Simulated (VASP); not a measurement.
# Hf5C4: single point with PBE

Slab: Hf5C4, a slab with vacuum.

```
Hf C
1.0
     3.28910    0.00000    0.00000
    -1.64455    2.84845    0.00000
     0.00000    0.00000   25.74216
Hf C
5 4
Direct
  0.33333 0.66667 0.29135
  0.00000 0.00000 0.39568
  0.66667 0.33333 0.50000
  0.33333 0.66667 0.60432
  0.00000 0.00000 0.70865
  0.66667 0.33333 0.34351
  0.33333 0.66667 0.44784
  0.00000 0.00000 0.55216
  0.66667 0.33333 0.65649
```

```json
{"Program": "VASP 6.6.1", "Task": "single point", "Functional": "PBE", "Potentials or basis": "VASP PAW PBE potentials, release 64 (Hf_pv, C)", "Cutoff": "520 eV", "k mesh": "12 × 12 × 1", "Occupations": "methfessel-paxton, width 0.2 eV", "Spin": "no spin polarisation", "Dipole correction": "yes", "Further INCAR settings": "ALGO = Normal; EDIFF = 1e-06; NBANDS = 43"}
```

The largest force is 1.671 eV/Å and the band gap on the k mesh is zero (band 33 reaches 1.13 eV, above the bottom of band 34 at 0.57 eV).

Forces on the atoms (eV/Å):
```
Hf   0.000  0.000  1.509
Hf   0.000  0.000  0.664
Hf   0.000  0.000  0.000
Hf   0.000  0.000 -0.664
Hf   0.000  0.000 -1.509
C    0.000  0.000 -1.671
C    0.000  0.000 -0.234
C    0.000  0.000  0.234
C    0.000  0.000  1.671
```

Levels at points of the mesh, in eV from the Fermi level:
```csv
k point,band 31,band 32,band 33,band 34,band 35,band 36
"(0.00, 0.00, 0.00)",-0.26,-0.26,-0.25,0.80,1.27,1.27
"(0.50, 0.00, 0.00)",-1.74,-0.72,0.14,0.36,0.38,1.26
```

It took 7.7 min on 1 thread of Intel Xeon 6975P-C (shared host), peak memory 0.43 GiB.

Caveat: spin-orbit coupling is left out, which moves the levels of the heavy elements.
